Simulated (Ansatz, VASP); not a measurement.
## InSb in VASP and in Ansatz

INCAR

```
PREC = Accurate
ENCUT = 520
EDIFF = 1E-6
ISMEAR = 0
SIGMA = 0.15
LREAL = F
LASPH = T
NELM = 80
ALGO = Normal
ISIF = 2
LWAVE = F
LCHARG = T
GGA = PS
LELF = T
LVHAR = T
NBANDS = 16
```

The input KPOINTS:

```
Automatic mesh
0
Gamma
  14 14 14
```

The input POSCAR:

```
InSb
1.0
    0.0000000000      3.0735130000      2.9198373500
    3.0735130000      0.0000000000      2.9198373500
    3.0735130000      3.0735130000      0.0000000000
In Sb
1 1
Direct
    0.0000000000      0.0000000000      0.0000000000
    0.5000000000      0.5000000000      0.5000000000
```

Input for Ansatz:

```yaml
crystal:
  lattice:
    - [0.0, 3.073513, 2.91983735]
    - [3.073513, 0.0, 2.91983735]
    - [3.073513, 3.073513, 0.0]
  atoms:
    - { symbol: In, position: [0.0, 0.0, 0.0] }
    - { symbol: Sb, position: [0.5, 0.5, 0.5] }
basis:
  ecutwfc: 420
kpoints:
  mp_grid: { grid: [14, 14, 14] }
hamiltonian:
  xc: pbesol
scf:
  occupations: { method: gaussian, width: 0.15 }
output:
  forces: true
  stress: true
  eigenvalues: true
```

Change from the starting cell: strain +0.000 along x and y, -0.050 along z, atoms carried along.

Alike in both runs: task single point; functional PBEsol; k mesh 14 × 14 × 14; occupations gaussian, width 0.15 eV; no spin polarisation.

```csv
,VASP,Ansatz
version,VASP 6.6.1,Ansatz 0.2.0
potentials or method,"VASP PAW PBE potentials, release 64 (In_d, Sb), cutoff 520 eV","scalar-relativistic, plane waves, PAW"
valence electrons in the cell,18,28
```

|  | VASP | Ansatz | Ansatz less VASP |
| --- | --- | --- | --- |
| gap on the k mesh at the Fermi level (eV) | none | none | - |
| pressure (GPa) | 0.1 | 0.1 | -0.03 |
| traceless stress, the component that is largest in VASP (GPa) | 3.58 | 3.58 | -0.004 |

VASP's potentials were made for PBE, not for PBEsol. A gap of «none» marks a metal or a gap that the smearing closes. With one functional, cell and mesh, what is left measures potentials, basis and numerics. VASP's potentials hold 18 valence electrons a cell and Ansatz's 28, so a difference there can come from the potentials and not from the codes.

Neither program's run includes spin-orbit coupling.
